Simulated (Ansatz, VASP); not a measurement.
# Ni in VASP and in Ansatz

Contents of INCAR:

```
PREC = Accurate
ENCUT = 520
EDIFF = 1E-6
ISMEAR = 0
SIGMA = 0.15
LREAL = False
LASPH = True
NELM = 150
ALGO = Normal
ISIF = 2
LWAVE = False
LCHARG = False
ISPIN = 2
MAGMOM = 0.73
LORBIT = 11
LMAXMIX = 4
GGA = PS
NBANDS = 15
```

KPOINTS

```
Automatic mesh
0
Gamma
  30 30 30
```

File POSCAR:

```
Ni
1.0
    0.0000000000      1.7315747009      1.7315747009
    1.6449959659      0.0000000000      1.7315747009
    1.6449959659      1.7315747009      0.0000000000
Ni
1
Direct
    0.0000000000      0.0000000000      0.0000000000
```

Input for Ansatz:

```yaml
crystal:
  lattice:
    - [0.0, 1.7315747009, 1.7315747009]
    - [1.6449959659, 0.0, 1.7315747009]
    - [1.6449959659, 1.7315747009, 0.0]
  atoms:
    - { symbol: Ni, position: [0.0, 0.0, 0.0], spin: 0.73 }
basis:
  ecutwfc: 420
kpoints:
  mp_grid: { grid: [30, 30, 30] }
hamiltonian:
  xc: pbesol
scf:
  occupations: { method: gaussian, width: 0.15 }
output:
  forces: true
  stress: true
  eigenvalues: true
  populations: true
magnetization:
  spin_polarized: true
```

Change from the starting cell: strain -0.0500 x Voigt [1, 0, 0, 0, 0, 0], atoms carried along.

Alike in both runs: task single point; functional PBEsol; k mesh 30 × 30 × 30; occupations gaussian, width 0.15 eV; collinear spin.

|  | VASP | Ansatz |
| --- | --- | --- |
| version | VASP 6.6.1 | Ansatz 0.2.0 |
| potentials or method | VASP PAW PBE potentials, release 64 (Ni), cutoff 520 eV | scalar-relativistic, plane waves, PAW |
| valence electrons in the cell | 10 | 18 |

|  | VASP | Ansatz | Ansatz less VASP |
| --- | --- | --- | --- |
| gap on the k mesh at the Fermi level (eV) | none | none | - |
| pressure (GPa) | 13.3 | 13.6 | +0.33 |
| traceless stress, the component that is largest in VASP (GPa) | 4.32 | 4.50 | +0.173 |
| net moment per atom (μB) | 0.59 | 0.60 | +0.010 |
| size of the moment on the site where the two differ most (μB) | 0.60 | 0.64 | +0.041 |

VASP's potentials were made for PBE, not for PBEsol. Site moments also hang on the region over which each program counts them. A gap of «none» marks a metal or a gap that the smearing closes. VASP's potentials hold 10 valence electrons a cell and Ansatz's 18, so a difference there can come from the potentials and not from the codes.
